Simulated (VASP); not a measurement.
**Co: single point with PBEsol**

The system is Co.

```
Co
1.0
     1.22820   -2.12730    0.00000
     1.22820    2.12730    0.00000
     0.00000    0.00000    3.97209
Co
2
Direct
  0.66667 0.33333 0.25000
  0.33333 0.66667 0.75000
```

- Program: VASP 6.6.1
- Task: single point
- Functional: PBEsol
- Potentials or basis: VASP PAW PBE potentials, release 64 (Co)
- Cutoff: 520 eV
- k mesh: 19 × 19 × 10
- Occupations: fermi-dirac, width 0.1 eV
- Spin: collinear spin, ferromagnetic start
- Starting moments: [1.7, 1.7] μB
- Dipole correction: no
- Further INCAR settings: ALGO = Normal; EDIFF = 1e-07; NBANDS = 20

- Pressure: -1.0 GPa
- Net moment: 3.12 μB per cell
- Site moments: Co +1.57 μB
- Valence electrons inside the program's atomic spheres: Co 8.36

Stress tensor (GPa, compression positive):
```
-0.94  0.00  0.00
 0.00 -0.94  0.00
 0.00  0.00 -1.05
```

Levels at points of the mesh, in eV from the Fermi level:
Spin up:
| k point | band 8 | band 9 | band 10 | band 11 | band 12 | band 13 |
| --- | --- | --- | --- | --- | --- | --- |
| (0.00, 0.00, 0.00) | -1.90 | -1.90 | -0.72 | -0.72 | -0.16 | 6.75 |
| (0.00, 0.00, 0.50) | -2.69 | -1.05 | -1.05 | -1.05 | -1.05 | 15.50 |
Spin down:
| k point | band 3 | band 4 | band 5 | band 6 | band 7 | band 8 | band 9 | band 10 | band 11 | band 12 |
| --- | --- | --- | --- | --- | --- | --- | --- | --- | --- | --- |
| (0.00, 0.00, 0.00) | -1.08 | -1.05 | -1.05 | -0.66 | -0.66 | -0.21 | -0.21 | -0.13 | 1.09 | 1.09 |
| (0.00, 0.00, 0.50) | -1.65 | -1.65 | -1.12 | -1.12 | -1.12 | -1.12 | 0.73 | 0.73 | 0.73 | 0.73 |

Wall time 78 s on 1 thread of Intel(R) Xeon(R) 6975P-C (Granite Rapids), with other jobs on the host, peak memory 0.24 GiB.

Caveat: the PAW data sets were made with another functional, which shifts forces and pressure a little.
